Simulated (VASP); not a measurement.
Input of a VASP 6.6.1 run:

File INCAR:

```
PREC = Accurate
ENCUT = 520
EDIFF = 1E-7
ISMEAR = 0
SIGMA = 0.1
LREAL = F
LASPH = T
NELM = 100
ALGO = Normal
ISIF = 2
LWAVE = F
LCHARG = T
GGA = PE
LELF = T
LVHAR = T
NBANDS = 14
```

The input KPOINTS:

```
regular mesh
0
Gamma
  6 6 6
```

The input POSCAR:

```
TaAl
1.0
    0.0000000000      2.3576981900      2.3576981900
    2.3576981900      0.0000000000      2.3576981900
    2.3576981900      2.3576981900      0.0000000000
Ta Al
1 1
Direct
    0.2500000000      0.2500000000      0.2500000000
    0.0000000000      0.0000000000      0.0000000000
```

Potentials or basis: VASP PAW PBE potentials, release 64 (Ta_pv, Al).

Command:

```sh
$ cat potpaw_PBE.64/Ta_pv/POTCAR potpaw_PBE.64/Al/POTCAR > POTCAR
$ mpirun -np 1 vasp_std > vasp.out
```

**Question.** Predict the band gap on the k mesh.

**Answer.** Zero (band 7 reaches 10.80 eV, above the bottom of band 8 at 7.83 eV).

**Question.** What does it give for the pressure?

**Answer.** 149.8 GPa.

Caveat: the k points lie up to 0.38 Å⁻¹ apart; spin-orbit coupling is left out, which moves the levels of the heavy elements.
